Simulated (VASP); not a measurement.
Runs of VASP 6.6.1 on Ta2Ru. The structure is that of space group Fm-3m (No. 225), or close to it. The cells are those of the table. 

| task | level | potentials or basis | cell | cutoff (eV) | gap on the mesh (eV) | pressure (GPa) | relaxed volume (Å³/atom) |
| --- | --- | --- | --- | --- | --- | --- | --- |
| relaxation of cell and atoms | PBE | VASP PAW PBE potentials, release 64 (Ta_pv, Ru_pv) | relaxed from a = 4.356 Å, angles 60.0°, 3 atoms | 600 | none | 0.0 | (a) |
| single point | LDA | VASP PAW LDA potentials, release 64 (Ta_pv, Ru_pv) | a = 4.282 Å, angles 60.0°, 3 atoms | 520 | none | 0.7 | - |
| single point | PBE | VASP PAW PBE potentials, release 64 (Ta_pv, Ru_pv) | a = 4.359 Å, angles 60.0°, 3 atoms | 520 | none | 0.0 | - |
| relaxation of cell and atoms | LDA | VASP PAW LDA potentials, release 64 (Ta_pv, Ru_pv) | relaxed from a = 4.356 Å, angles 60.0°, 3 atoms | 600 | none | 0.0 | 18.57 |

Alike in all rows: no spin polarisation; k mesh 14 × 14 × 14; smearing gaussian 0.1 eV.

Problem. Fill in the values left out.

Solution. (a) 19.52.

Caveats: spin-orbit coupling is left out, which moves the levels of the heavy elements.

A k mesh can miss the band edges, and the runs leave out spin-orbit coupling on Ru, Ta.

A gap of «none» marks levels without a gap at the run's occupations.
